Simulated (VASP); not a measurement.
Input of a VASP 6.6.1 run:

INCAR

```
ALGO = Fast
EDIFF = 1E-6
ENCUT = 520
GGA = PE
ISIF = 2
ISMEAR = 0
LASPH = True
LCHARG = False
LREAL = False
LWAVE = False
NBANDS = 11
NELM = 100
PREC = Accurate
SIGMA = 0.15
```

KPOINTS

```
k-points
0
Gamma
  20 20 20
```

POSCAR

```
Pd
1.0
    0.0243112500      1.9449000000      1.9449000000
    1.9692112500      0.0000000000      1.9692112500
    1.9449000000      1.9449000000      0.0243112500
Pd
1
Direct
    0.0000000000      0.0000000000      0.0000000000
```

Potentials or basis: VASP PAW PBE potentials, release 64 (Pd).

Run with:

```sh
$ cat potpaw_PBE.64/Pd/POTCAR > POTCAR
$ mpirun -np 1 vasp_std > vasp.out
```

Problem. Predict the band gap on the k mesh.

Solution. Zero (band 5 reaches 10.13 eV, above the bottom of band 6 at 8.49 eV).

Problem. Predict the pressure.

Solution. 7.5 GPa.

Stress tensor (GPa, compression positive):
```
 7.60  0.00 -2.04
 0.00  7.32  0.00
-2.04  0.00  7.60
```

Caveat: the cell differs from its parent crystal (strain +0.0250 x Voigt [0, 0, 0, 0, 1, 0]).
